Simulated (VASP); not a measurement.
# Fe: relaxation of cell and atoms with PBEsol+D4

Fe:

```
Fe
1.0
     2.43416    0.00000    0.00000
    -1.21708    2.10804    0.00000
     0.00000    0.00000    3.84193
Fe
2
Direct
  0.66667 0.33333 0.75000
  0.33333 0.66667 0.25000
```

This isn't the form of Fe at room conditions, which is bcc.

```json
{
 "Program": "VASP 6.6.1",
 "Task": "relaxation of cell and atoms",
 "Functional": "PBEsol",
 "Dispersion": "D4",
 "Potentials or basis": "VASP PAW PBE potentials, release 64 (Fe)",
 "Cutoff": "600 eV",
 "k mesh": "12 × 12 × 7",
 "Occupations": "fermi-dirac, width 0.05 eV",
 "Spin": "collinear spin, ferromagnetic start",
 "Starting moments": "[3.0, 3.0] μB",
 "Dipole correction": "no",
 "Further INCAR settings": "ALGO = Normal; EDIFF = 1e-07; IBRION = 2; EDIFFG = -0.02; NSW = 80; ISIF = 3"
}
```

```json
{"Relaxed volume": "9.69 Å³/atom", "Relaxed cell": "a = 2.417 Å, b = 2.417 Å, c = 3.832 Å, α = 90.00°, β = 90.00°, γ = 120.00°", "Space group after relaxing (to 0.1 Å)": "P6_3/mmc (No. 194)", "Energy gained by relaxing": "3.0 meV/atom", "Ionic steps": "4", "Pressure after relaxing": "-0.1 GPa", "Band gap on the k mesh": "zero (filled and empty bands overlap)", "Net moment": "0.00 μB per cell", "Valence electrons inside the program's atomic spheres": "Fe 7.65", "Dispersion energy per atom": "-0.235 eV"}
```

Stress tensor (GPa, compression positive):
```
 0.05  0.00  0.00
 0.00  0.05  0.00
 0.00  0.00 -0.24
```

The path:
| step | energy change (eV) | largest force (eV/Å) | pressure (GPa) | volume (Å³) |
| --- | --- | --- | --- | --- |
| 1 | 0.0000 | 0.0000 | -5.41 | 19.71 |
| 2 | 0.0145 | 0.0000 | 11.29 | 18.78 |
| 3 | -0.0059 | 0.0000 | 0.07 | 19.38 |
| 4 | -0.0060 | 0.0000 | -0.05 | 19.38 |

Final structure:
```
CELL_PARAMETERS angstrom
2.41693 0.00000 0.00000
-1.20847 2.09313 0.00000
0.00000 0.00000 3.83172
ATOMIC_POSITIONS crystal
Fe 0.66667 0.33333 0.75000
Fe 0.33333 0.66667 0.25000
```

Levels at points of the mesh, in eV from the Fermi level:
Spin up:
| k point | band 5 | band 6 | band 7 | band 8 | band 9 | band 10 | band 11 | band 12 |
| --- | --- | --- | --- | --- | --- | --- | --- | --- |
| (0.00, 0.00, 0.00) | -1.69 | -1.31 | -1.31 | -0.92 | -0.92 | 0.46 | 0.75 | 0.75 |
| (0.50, 0.00, 0.00) | -2.12 | -1.67 | -1.18 | 0.87 | 1.11 | 1.14 | 2.83 | 5.09 |
Spin down:
```tsv
k point	band 6	band 7	band 8	band 9	band 10	band 11
(0.00, 0.00, 0.00)	-1.31	-1.31	-0.92	-0.92	0.46	0.75
(0.50, 0.00, 0.00)	-1.67	-1.18	0.87	1.11	1.14	2.83
```

It took 8.5 min on 1 thread of Intel Xeon 8259CL, with other jobs on the host, peak memory 0.18 GiB.

Caveat: the PAW data sets were made with another functional, which shifts forces and pressure a little.
